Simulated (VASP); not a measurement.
A run of VASP 6.6.1 is set up as follows.

The input INCAR:

```
SYSTEM = TiO2
PREC = Accurate ; ENCUT = 520
EDIFF = 1E-8 ; ISMEAR = 0
SIGMA = 0.01 ; LREAL = .False.
LASPH = .True. ; NELM = 80
ALGO = Normal ; ISIF = 2
LWAVE = .False. ; LCHARG = .True.
GGA = PS ; NBANDS = 33
IBRION = 8 ; NSW = 1
```

KPOINTS

```
Automatic mesh
0
Gamma
  4 4 6
  0 0 0
```

The input POSCAR:

```
TiO2
1.0
    4.5911861010      0.0000000000      0.0000000000
    0.0000000000      4.5911861010      0.0000000000
    0.0000000000      0.0000000000      2.9390281301
Ti O
2 4
Direct
    0.0000000000      0.0000000000      0.0000000000
    0.5000000000      0.5000000000      0.5000000000
    0.3044380835      0.3044380835      0.0000000000
    0.1955619165      0.8044380835      0.5000000000
    0.6955619165      0.6955619165      0.0000000000
    0.8044380835      0.1955619165      0.5000000000
```

Potentials or basis: VASP PAW PBE potentials, release 64 (Ti_sv, O).

The run is started by

```sh
$ cat potpaw_PBE.64/Ti_sv/POTCAR potpaw_PBE.64/O/POTCAR > POTCAR
$ mpirun -np 1 vasp_std > vasp.out
```

(1) Predict the highest phonon frequency at Γ, LO-TO splitting left out.

## Answers

(1) 797 cm⁻¹.
